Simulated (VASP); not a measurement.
A run of VASP 6.6.1 is set up as follows.

Contents of INCAR:

```
SYSTEM = Zr3Ag
  ALGO = Normal
  EDIFF = 1E-8
  ENCUT = 520
  ISIF = 2
  ISMEAR = -1
  LASPH = .True.
  LCHARG = .False.
  LEFG = .True.
  LREAL = .False.
  LWAVE = .False.
  NBANDS = 32
  NELM = 100
  PREC = Accurate
  SIGMA = 0.05
```

KPOINTS

```
k-points
0
Gamma
  7 7 8
  0 0 0
```

The input POSCAR:

```
Zr3Ag
1.0
    4.4727901724      0.0000000000      0.0000000000
    0.0000000000      4.4727901724      0.0000000000
    0.0000000000      0.0000000000      3.9046302293
Zr Ag
3 1
Direct
    0.5000000000      0.5000000000      0.0000000000
    0.0000000000      0.5000000000      0.5000000000
    0.5000000000      0.0000000000      0.5000000000
    0.0000000000      0.0000000000      0.0000000000
```

Potentials or basis: VASP PAW LDA potentials, release 64 (Zr_sv, Ag).

Launch:

```bash
$ cat potpaw_LDA.64/Zr_sv/POTCAR potpaw_LDA.64/Ag/POTCAR > POTCAR
$ mpirun -np 1 vasp_std > vasp.out
```

**Question.** What does it give for the pressure?

**Answer.** 1.8 GPa.

**Question.** Predict the band gap on the k mesh.

**Answer.** Zero (an odd number of electrons rules out a gap without spin polarisation).

Stress tensor (GPa, compression positive):
```
1.03 0.00 0.00
0.00 1.03 0.00
0.00 0.00 3.46
```

Caveat: without QUAD_EFG the Cq values of the log hold for a quadrupole moment of 1 mb, not for the nuclei.
